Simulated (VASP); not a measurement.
BAs, 2 atoms in the cell. Symmetry: F-43m, No. 216, cubic system. The conventional cell has a = 4.784 Å, b = 4.784 Å, c = 4.784 Å, α = 90.00°, β = 90.00°, γ = 90.00°. Within 2.7 Å of B (site symmetry -43m) lie 4 As at 2.07 Å. Within 2.7 Å of As (site symmetry -43m) lie 4 B at 2.07 Å. 

| Quantity | Value |
| --- | --- |
| Program | VASP 6.6.1 |
| Task | single point |
| Functional | PBE |
| Potentials or basis | VASP PAW PBE potentials, release 64 (B, As) |
| Cutoff | 520 eV |
| k mesh | 6 × 6 × 6 |
| Occupations | gaussian, width 0.01 eV |
| Spin | no spin polarisation |
| Dipole correction | no |
| Further INCAR settings | ALGO = Normal; EDIFF = 1e-06; NBANDS = 11 |

Potentials or basis: VASP PAW PBE potentials, release 64 (B, As).

Run with:

```console
$ cat potpaw_PBE.64/B/POTCAR potpaw_PBE.64/As/POTCAR > POTCAR
$ mpirun -np 1 vasp_std > vasp.out
```

Hardware: 1 thread of Intel Xeon 6975P-C, with other jobs on the host.

Question: Estimate the wall time of this run.

Answer: It took 7.4 s on 1 thread of Intel Xeon 6975P-C, on a shared host, peak memory 0.15 GiB. Counts: scf iterations 12, k points 16.
